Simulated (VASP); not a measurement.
# CoPtO2 (R-3m) in VASP: a series of runs, part 2 of 2

VASP 6.6.1. Earlier steps stand in the parts before.

### Step 4. Single point, PBEsol, collinear spin, ferromagnetic start (10.05 Å³/atom)

Input file INCAR:

```
SYSTEM = CoPtO2
PREC = Accurate ; ENCUT = 520
EDIFF = 1E-6 ; ISMEAR = -1
SIGMA = 0.05 ; LREAL = .FALSE.
LASPH = .TRUE. ; NELM = 150
ALGO = Normal ; ISIF = 2
LWAVE = .FALSE. ; LCHARG = .FALSE.
ISPIN = 2 ; MAGMOM = 0 2 0 0
LORBIT = 11 ; LMAXMIX = 4
GGA = PS ; NBANDS = 28
```

Input file KPOINTS:

```
Automatic mesh
0
G
  11 11 11
  0 0 0
```

Input file POSCAR:

```
CoPtO2
1.0
    1.4027913101      0.8099019405      5.8995262364
   -1.4027913101      0.8099019405      5.8995262364
    0.0000000000     -1.6198038810      5.8995262364
Pt Co O
1 1 2
Direct
    0.0000000000      0.0000000000      0.0000000000
    0.5000000000      0.5000000000      0.5000000000
    0.1122440300      0.1122440300      0.1122440300
    0.8877559700      0.8877559700      0.8877559700
```

Potentials or basis: VASP PAW PBE potentials, release 64 (Pt, Co, O).

The run is started by

```
cat potpaw_PBE.64/Pt/POTCAR potpaw_PBE.64/Co/POTCAR potpaw_PBE.64/O/POTCAR > POTCAR
mpirun -np 1 vasp_std > vasp.out
```

OUTCAR:

```text
SYSTEM = CoPtO2
   PREC = Accurate
   ENCUT = 520
   EDIFF = 1E-6
   ISMEAR = -1
   LREAL = .FALSE.
   LASPH = .TRUE.
   NELM = 150
   ISIF = 2
   ISPIN = 2
   LORBIT = 11
   GGA = PS

 ion  position               nearest neighbor table
   1  0.000  0.000  0.000-   3 1.99   4 1.99
   2  0.500  0.500  0.500-   3 1.88   4 1.88   3 1.88   3 1.88   4 1.88   4 1.88
   3  0.112  0.112  0.112-   2 1.88   2 1.88   2 1.88   1 1.99
   4  0.888  0.888  0.888-   2 1.88   2 1.88   2 1.88   1 1.99

  LATTYP: Found a trigonal (rhomboedric) cell.
 ALAT       =     6.1178570126
 COS(alpha) =     0.8948480128

  Lattice vectors:

 A1 = (   1.4027913101,   0.8099019405,   5.8995262364)
 A2 = (  -1.4027913101,   0.8099019405,   5.8995262364)
 A3 = (   0.0000000000,  -1.6198038810,   5.8995262364)

Analysis of symmetry for initial positions (statically):
=====================================================================
 Subroutine PRICEL returns:
 Original cell was already a primitive cell.

 Routine SETGRP: Setting up the symmetry group for a
 trigonal (rhombohedral) supercell.

 Subroutine GETGRP returns: Found 12 space group operations
 (whereof 12 operations were pure point group operations)
 out of a pool of 12 trial point group operations.

The static configuration has the point symmetry D_3d.

Analysis of symmetry for dynamics (positions and initial velocities):
=====================================================================
 Subroutine PRICEL returns:
 Original cell was already a primitive cell.

 Routine SETGRP: Setting up the symmetry group for a
 trigonal (rhombohedral) supercell.

 Subroutine GETGRP returns: Found 12 space group operations
 (whereof 12 operations were pure point group operations)
 out of a pool of 12 trial point group operations.

The dynamic configuration has the point symmetry D_3d.

Analysis of structural, dynamic, and magnetic symmetry:
=====================================================================
 Subroutine PRICEL returns:
 Original cell was already a primitive cell.
[... 165 lines left out ...]
 cond. band min:       9.0509625720   @ k =   0.4545   0.4545   0.0000
 fundamental gap:      0.1458024358
 Fermi energy:         8.9758856277

 spin component 1

 k-point     1 :       0.0000    0.0000    0.0000
  band No.  band energies     occupation
      1     -12.8732      1.00000
      2     -10.8583      1.00000
      3      -1.0546      1.00000
      4       1.6349      1.00000
      5       2.1777      1.00000
      6       2.1777      1.00000
[... 709 lines left out ...]
     26      26.7231      0.00000
     27      27.0685      0.00000

 [... further k-points ...]

 spin component 2

 k-point     1 :       0.0000    0.0000    0.0000
  band No.  band energies     occupation
      1     -12.8731      1.00000
      2     -10.8582      1.00000
      3      -1.0546      1.00000
      4       1.6349      1.00000
      5       2.1775      1.00000
      6       2.1775      1.00000
[... 709 lines left out ...]
     26      26.7231      0.00000
     27      27.0686      0.00000

 [... further k-points ...]

 [bands above 27 left out]

------------------------ aborting loop because EDIFF is reached ----------------------------------------

  FORCE on cell =-STRESS in cart. coord.  units (eV):
  Direction    XX          YY          ZZ          XY          YZ          ZX
  --------------------------------------------------------------------------------------
  -------------------------------------------------------------------------------------
  Total        0.1982800      0.1982800      0.1812993     -0.0000000     -0.0000000      0.0000000
  in kB        7.8994259      7.8994259      7.2229186     -0.0000000     -0.0000000      0.0000000
  external PRESSURE =       7.6739235 kB  Pullay stress =       0.0000000 kB

 VOLUME and BASIS-vectors are now :
 -----------------------------------------------------------------------------
  energy-cutoff  :      520.00
  volume of cell :       40.22
      direct lattice vectors                 reciprocal lattice vectors
     1.402791310  0.809901940  5.899526236     0.356432205  0.205786230  0.056501712
    -1.402791310  0.809901940  5.899526236    -0.356432205  0.205786230  0.056501712
     0.000000000 -1.619803881  5.899526236     0.000000000 -0.411572459  0.056501712

 POSITION                                       TOTAL-FORCE (eV/Angst)
 -----------------------------------------------------------------------------------
      0.00000      0.00000      0.00000         0.000000      0.000000      0.000000
      0.00000      0.00000      8.84929        -0.000000      0.000000      0.000000
      0.00000      0.00000      1.98656         0.000000     -0.000000     -0.041151
      0.00000      0.00000     15.71202         0.000000      0.000000      0.041151
 -----------------------------------------------------------------------------------
    total drift:                                0.000000      0.000000     -0.000000

  FREE ENERGIE OF THE ION-ELECTRON SYSTEM (eV)
  ---------------------------------------------------
  free  energy   TOTEN  =       -28.7660761637 eV

  energy  without entropy=      -28.7615306341  energy(sigma->0) =      -28.76380340

 total charge

# of ion       s       p       d       tot
------------------------------------------
    1        0.657   0.599   8.019   9.275
    2        0.446   0.701   7.399   8.546
    3        1.551   3.449   0.000   5.000
    4        1.551   3.449   0.000   5.000
--------------------------------------------------
tot          4.205   8.198  15.418  27.821

 magnetization (x)

# of ion       s       p       d       tot
------------------------------------------
    1       -0.000   0.000  -0.000  -0.000
    2       -0.000  -0.000  -0.000  -0.000
    3        0.000   0.000   0.000   0.000
    4        0.000   0.000   0.000   0.000
--------------------------------------------------
tot         -0.000   0.000  -0.000  -0.000
```

OSZICAR:

```text
N       E                     dE             d eps       ncg     rms          rms(c)
DAV:   1     0.236007790908E+03    0.23601E+03   -0.14612E+04 16688   0.123E+03
DAV:   2    -0.143879157376E+02   -0.25040E+03   -0.22347E+03 17136   0.311E+02
DAV:   3    -0.328967261588E+02   -0.18509E+02   -0.17662E+02 18584   0.912E+01
DAV:   4    -0.331812045100E+02   -0.28448E+00   -0.28376E+00 18548   0.112E+01
DAV:   5    -0.331868837437E+02   -0.56792E-02   -0.56786E-02 19628   0.162E+00    0.310E+01
DAV:   6    -0.380981503151E+02   -0.49113E+01   -0.48871E+01 19736   0.901E+01    0.453E+01
DAV:   7    -0.293216036296E+02    0.87765E+01   -0.22757E+01 20576   0.963E+01    0.139E+01
DAV:   8    -0.288398376757E+02    0.48177E+00   -0.24692E+00 21040   0.182E+01    0.726E+00
DAV:   9    -0.287640330623E+02    0.75805E-01   -0.42753E-01 20664   0.754E+00    0.207E+00
DAV:  10    -0.287683293958E+02   -0.42963E-02   -0.22627E-02 22180   0.154E+00    0.104E+00
DAV:  11    -0.287674865401E+02    0.84286E-03   -0.34272E-03 21088   0.551E-01    0.645E-01
DAV:  12    -0.287667338857E+02    0.75265E-03   -0.71394E-04 22640   0.350E-01    0.433E-01
DAV:  13    -0.287661840413E+02    0.54984E-03   -0.25255E-04 22548   0.253E-01    0.238E-01
DAV:  14    -0.287660656655E+02    0.11838E-03   -0.24293E-04 24220   0.231E-01    0.357E-02
DAV:  15    -0.287660752273E+02   -0.95619E-05   -0.43496E-05 19740   0.549E-02    0.153E-02
DAV:  16    -0.287660761637E+02   -0.93635E-06   -0.28598E-06 19344   0.201E-02
   1 F= -.28766076E+02 E0= -.28763803E+02  d E =-.454553E-02  mag=    -0.0001
```

stdout:

```text
POSCAR found type information on POSCAR PtCoO
 POSCAR found :  3 types and       4 ions
 scaLAPACK will be used
 -----------------------------------------------------------------------------
|                                                                             |
|                                                                             |
|     You enforced a specific xc type in the INCAR file but a different       |
|     I HOPE YOU KNOW WHAT YOU ARE DOING!                                     |
|                                                                             |
 -----------------------------------------------------------------------------

 LDA part: xc-table for (Slater+PW92), standard interpolation
 POSCAR, INCAR and KPOINTS ok, starting setup
 FFT: planning ... GRIDC
 FFT: planning ... GRID_SOFT
 FFT: planning ... GRID
 WAVECAR not read
 entering main loop
```

Wall time 30 min (1 thread of Intel Xeon Platinum 8375C at 2.90GHz (Ice Lake), shared host); peak memory 0.59 GiB.

What came out:

```yaml
Free_energy: -28.7661 eV
Pressure: 0.8 GPa
Largest_force: 0.041 eV/Å
Net_moment: 0.00 μB per cell
Valence_electrons_inside_the_program's_atomic_spheres: Pt 9.28; Co 8.55; O 5.00
```

Forces on the atoms (eV/Å):
```
Pt   0.000  0.000  0.000
Co   0.000  0.000  0.000
O    0.000  0.000 -0.041
O    0.000  0.000  0.041
```

Caveat: the PAW data sets were made with another functional, which shifts forces and pressure a little; spin-orbit coupling is left out, which moves the levels of the heavy elements; semilocal functionals often make such compounds metallic where correlation or magnetic order opens a gap, which also shifts bond lengths. With open d or f shells a metallic result of PBEsol can be an artefact of self-interaction; +U or a hybrid may open a gap.

### Step 5. Single point, PBEsol, collinear spin, ferromagnetic start (9.64 Å³/atom)

This run uses another cell than the first one, of 9.64 Å³/atom.

Input file INCAR:

```
PREC     = Accurate       # precision mode
ENCUT    = 520            # plane-wave cutoff, eV
EDIFF    = 1E-6           # SCF threshold, eV
ISMEAR   = -1             # smearing method
SIGMA    = 0.05           # smearing width, eV
LREAL    = False          # projectors in reciprocal space
LASPH    = True           # aspherical terms in the spheres
NELM     = 150            # most SCF steps
ALGO     = Normal         # electronic algorithm
ISIF     = 2              # what is computed and relaxed
LWAVE    = False          # write WAVECAR
LCHARG   = False          # write CHGCAR
ISPIN    = 2              # spin polarisation
MAGMOM   = 0 2 0 0        # initial moments
LORBIT   = 11             # projections on sites
LMAXMIX  = 4              # l up to which the mixer works
GGA      = PS             # functional
NBANDS   = 28             # bands
```

Input file KPOINTS:

```
regular mesh
0
Gamma
  11 11 11
```

Input file POSCAR:

```
CoPtO2
1.0
    1.3834399927      0.7987294522      5.8181430658
   -1.3834399927      0.7987294522      5.8181430658
    0.0000000000     -1.5974589044      5.8181430658
Pt Co O
1 1 2
Direct
    0.0000000000      0.0000000000      0.0000000000
    0.5000000000      0.5000000000      0.5000000000
    0.1122440300      0.1122440300      0.1122440300
    0.8877559700      0.8877559700      0.8877559700
```

The run is started by

```
cat potpaw_PBE.64/Pt/POTCAR potpaw_PBE.64/Co/POTCAR potpaw_PBE.64/O/POTCAR > POTCAR
mpirun -np 1 vasp_std > vasp.out
```

Wall time 40 min (1 thread of Oxide Virtual Turin-like, shared host); peak memory 0.55 GiB.

The run converged. Its results:

| Quantity | Value |
| --- | --- |
| Free energy | -28.6905 eV |
| Pressure | 13.8 GPa |
| Largest force | 0.118 eV/Å |
| Net moment | 0.00 μB per cell |
| Valence electrons inside the program's atomic spheres | Pt 9.39; Co 8.69; O 5.03 |

Forces in eV/Å, atoms in the order of the input:
```
Pt   0.000  0.000  0.000
Co   0.000  0.000  0.000
O    0.000  0.000 -0.118
O    0.000  0.000  0.118
```

Stress tensor (GPa, compression positive):
```
12.51  0.00  0.00
 0.00 12.51  0.00
 0.00  0.00 16.45
```

Levels at points of the mesh, in eV from the Fermi level:
Spin up:
```csv
k point,band 13,band 14,band 15,band 16,band 17,band 18,band 19,band 20
"(0.00, 0.00, 0.00)",-2.20,-1.85,-1.85,-1.73,1.90,1.90,3.00,5.28
```
Spin down:
| k point | band 14 | band 15 | band 16 | band 17 | band 18 | band 19 |
| --- | --- | --- | --- | --- | --- | --- |
| (0.00, 0.00, 0.00) | -1.85 | -1.85 | -1.73 | 1.90 | 1.90 | 3.00 |

Caveat: the cell stands under pressure; the PAW data sets were made with another functional, which shifts forces and pressure a little; spin-orbit coupling is left out, which moves the levels of the heavy elements; semilocal functionals often make such compounds metallic where correlation or magnetic order opens a gap, which also shifts bond lengths.

### Step 6. Single point, PBEsol, collinear spin, ferromagnetic start (9.85 Å³/atom)

This run uses another cell than the first one, of 9.85 Å³/atom.

Input file INCAR:

```
SYSTEM = CoPtO2
PREC = Accurate
ENCUT = 520
EDIFF = 1E-7
ISMEAR = -1
SIGMA = 0.05
LREAL = .False.
LASPH = .True.
NELM = 150
ALGO = Normal
ISIF = 2
LWAVE = .False.
LCHARG = .False.
ISPIN = 2
MAGMOM = 0 2 0 0
LORBIT = 11
LMAXMIX = 4
GGA = PS
NBANDS = 28
```

Input file KPOINTS:

```
regular mesh
0
Gamma
  11 11 11
  0 0 0
```

Input file POSCAR:

```
CoPtO2
1.0
    1.3931828489      0.8043544928      5.8591172543
   -1.3931828489      0.8043544928      5.8591172543
    0.0000000000     -1.6087089856      5.8591172543
Pt Co O
1 1 2
Direct
    0.0000000000      0.0000000000      0.0000000000
    0.5000000000      0.5000000000      0.5000000000
    0.1122440300      0.1122440300      0.1122440300
    0.8877559700      0.8877559700      0.8877559700
```

Potentials or basis: VASP PAW PBE potentials, release 64 (Pt, Co, O).

The run is started by

```
cat potpaw_PBE.64/Pt/POTCAR potpaw_PBE.64/Co/POTCAR potpaw_PBE.64/O/POTCAR > POTCAR
mpirun -np 1 vasp_std > vasp.out
```

Run time: 42 min. Hardware: 1 thread of Oxide Virtual Turin-like, shared host; peak memory 0.56 GiB.

The run converged. Its results:

| Item | Value |
| --- | --- |
| Free energy | -28.7450 eV |
| Pressure | 7.0 GPa |
| Largest force | 0.080 eV/Å |
| Net moment | 0.00 μB per cell |
| Valence electrons inside the program's atomic spheres | Pt 9.33; Co 8.62; O 5.02 |

Forces in eV/Å, atoms in the order of the input:
```
Pt   0.000  0.000  0.000
Co   0.000  0.000  0.000
O    0.000  0.000 -0.080
O    0.000  0.000  0.080
```

Stress tensor (GPa, compression positive):
```
6.40 0.00 0.00
0.00 6.40 0.00
0.00 0.00 8.20
```

Levels at points of the mesh, in eV from the Fermi level:
Spin up:
```csv
k point,band 13,band 14,band 15,band 16,band 17,band 18,band 19,band 20
"(0.00, 0.00, 0.00)",-2.11,-1.78,-1.78,-1.65,1.87,1.87,2.89,5.31
```
Spin down:
| k point | band 14 | band 15 | band 16 | band 17 | band 18 | band 19 |
| --- | --- | --- | --- | --- | --- | --- |
| (0.00, 0.00, 0.00) | -1.78 | -1.78 | -1.65 | 1.87 | 1.87 | 2.89 |

Caveat: the cell stands under pressure; the PAW data sets were made with another functional, which shifts forces and pressure a little; spin-orbit coupling is left out, which moves the levels of the heavy elements; semilocal functionals often make such compounds metallic where correlation or magnetic order opens a gap, which also shifts bond lengths. With open d or f shells a metallic result of PBEsol can be an artefact of self-interaction; +U or a hybrid may open a gap.

### Step 7. Single point, PBE, collinear spin, ferromagnetic start

This run uses another cell than the first one, of 10.26 Å³/atom.

Input file INCAR:

```
SYSTEM = CoPtO2
  PREC = Accurate
  ENCUT = 520
  EDIFF = 1E-6
  ISMEAR = 0
  SIGMA = 0.05
  LREAL = .FALSE.
  LASPH = .TRUE.
  NELM = 150
  ALGO = Normal
  ISIF = 2
  LWAVE = .FALSE.
  LCHARG = .TRUE.
  ISPIN = 2
  MAGMOM = 0 2 0 0
  LORBIT = 11
  LMAXMIX = 4
  GGA = PE
  LELF = .TRUE.
  LVHAR = .TRUE.
  NBANDS = 28
```

Input file KPOINTS:

```
Automatic mesh
0
G
  15 15 15
  0 0 0
```

Input file POSCAR:

```
CoPtO2
1.0
    1.4122699173      0.8153744169      5.9393891094
   -1.4122699173      0.8153744169      5.9393891094
    0.0000000000     -1.6307488338      5.9393891094
Pt Co O
1 1 2
Direct
    0.0000000000      0.0000000000      0.0000000000
    0.5000000000      0.5000000000      0.5000000000
    0.1122440300      0.1122440300      0.1122440300
    0.8877559700      0.8877559700      0.8877559700
```

The run is started by

```
cat potpaw_PBE.64/Pt/POTCAR potpaw_PBE.64/Co/POTCAR potpaw_PBE.64/O/POTCAR > POTCAR
mpirun -np 1 vasp_std > vasp.out
```

Run time: 86 min. Hardware: 1 thread of Oxide Virtual Turin-like, shared host; peak memory 0.84 GiB.

The run converged. Its results:

```yaml
Free_energy: -26.4221 eV
Pressure: 6.2 GPa
Largest_force: 0.081 eV/Å
Net_moment: 0.00 μB per cell
Valence_electrons_inside_the_program's_atomic_spheres: Pt 9.23; Co 8.46; O 5.01
```

Forces in eV/Å, atoms in the order of the input:
```
Pt   0.000  0.000  0.000
Co   0.000  0.000  0.000
O    0.000  0.000 -0.081
O    0.000  0.000  0.081
```

Stress tensor (GPa, compression positive):
```
6.12 0.00 0.00
0.00 6.12 0.00
0.00 0.00 6.24
```

Levels at points of the mesh, in eV from the Fermi level:
Spin up:
```csv
k point,band 13,band 14,band 15,band 16,band 17,band 18,band 19,band 20
"(0.00, 0.00, 0.00)",-1.99,-1.65,-1.65,-1.58,1.82,1.82,2.74,5.52
```
Spin down:
```tsv
k point	band 13	band 14	band 15	band 16	band 17	band 18	band 19	band 20
(0.00, 0.00, 0.00)	-1.99	-1.65	-1.65	-1.58	1.82	1.82	2.74	5.52
```

Caveat: the cell stands under pressure; spin-orbit coupling is left out, which moves the levels of the heavy elements; semilocal functionals often make such compounds metallic where correlation or magnetic order opens a gap, which also shifts bond lengths.
